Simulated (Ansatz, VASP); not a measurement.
## One calculation of W, two programs

```xyz
8
Lattice="5.0931 0.0000 0.0000 0.0000 5.0931 0.0000 0.0000 0.0000 5.0931" Properties=species:S:1:pos:R:3 pbc="T T T"
W     5.0931    5.0931    0.0000
W     2.5466    2.5466    2.5466
W     0.0000    2.5466    1.2733
W     0.0000    2.5466    3.8198
W     1.2733    0.0000    2.5466
W     3.8198    5.0931    2.5466
W     2.5466    3.8198    0.0000
W     2.5466    1.2733    5.0931
```

Alike in both runs: functional revPBE; k mesh 5 × 5 × 5; occupations fermi-dirac, width 0.1 eV; no spin polarisation.

Ansatz relaxed the structure, and its values are those at the end. VASP's run is a single point on that final structure, the one shown.

|  | VASP | Ansatz |
| --- | --- | --- |
| version | VASP 6.6.1 | Ansatz 0.2.0 |
| potentials or method | VASP PAW PBE potentials, release 64 (W_sv), cutoff 520 eV | plane waves (420 eV) with PAW, scalar-relativistic |
| valence electrons in the cell | 112 | 112 |

```tsv
	VASP	Ansatz	Ansatz less VASP
pressure (GPa)	0.5	0.0	-0.53
```

VASP's potentials were made for PBE, not for revPBE.

Spin-orbit coupling is off throughout.
